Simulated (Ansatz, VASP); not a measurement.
Nb: VASP beside Ansatz

File INCAR:

```
PREC     = Accurate       # precision mode
ENCUT    = 520            # plane-wave cutoff, eV
EDIFF    = 1E-6           # SCF threshold, eV
ISMEAR   = -1             # smearing method
SIGMA    = 0.1            # smearing width, eV
LREAL    = F              # projectors in reciprocal space
LASPH    = T              # aspherical terms in the spheres
NELM     = 80             # most SCF steps
ALGO     = Normal         # electronic algorithm
ISIF     = 2              # what is computed and relaxed
LWAVE    = F              # write WAVECAR
LCHARG   = F              # write CHGCAR
GGA      = PS             # functional
NBANDS   = 12             # bands
```

The input KPOINTS:

```
regular mesh
0
Gamma
  13 13 13
```

Contents of POSCAR:

```
Nb
1.0
    2.5740950774      0.0000000000      0.0000000000
    0.0000000000      2.5740950774      0.0000000000
    0.0000000000      0.0000000000      2.5740950774
Nb
1
Direct
    0.0000000000      0.0000000000      0.0000000000
```

Input for Ansatz:

```yaml
crystal:
  lattice:
    - [2.5740950774, 0.0, 0.0]
    - [0.0, 2.5740950774, 0.0]
    - [0.0, 0.0, 2.5740950774]
  atoms:
    - { symbol: Nb, position: [0.0, 0.0, 0.0] }
hamiltonian:
  xc: pbesol
  pseudopotentials:
    kind: paw
    azcp:
      Nb: "pseudopotentials/Nb.paw.azcp"
basis:
  ecutwfc: 420
  fft_grid_basis: typed
kpoints:
  mp_grid: { grid: [13, 13, 13], shift: [0, 0, 0] }
magnetization:
  spin_polarized: false
scf:
  occupations: { method: fermi_dirac, width: 0.1 }
  lower_state_search: "off"
output:
  stress: true
  write_density: true
  write_potential: true
  elf: true
  volumetric_format: npy
```

Alike in both runs: task single point; functional PBEsol; k mesh 13 × 13 × 13; occupations fermi-dirac, width 0.1 eV; no spin polarisation.

|  | VASP | Ansatz |
| --- | --- | --- |
| version | VASP 6.6.1 | Ansatz 0.2.0 |
| potentials or method | VASP PAW PBE potentials, release 64 (Nb_sv), cutoff 520 eV | plane waves (420 eV) with PAW, scalar-relativistic |
| valence electrons in the cell | 13 | 13 |

|  | VASP | Ansatz | Ansatz less VASP |
| --- | --- | --- | --- |
| pressure (GPa) | 22.8 | 22.9 | +0.08 |

VASP's potentials were made for PBE, not for PBEsol, and Ansatz warns of the same on its side. The functional is the same, so the differences come from potentials, cutoffs and numerics.
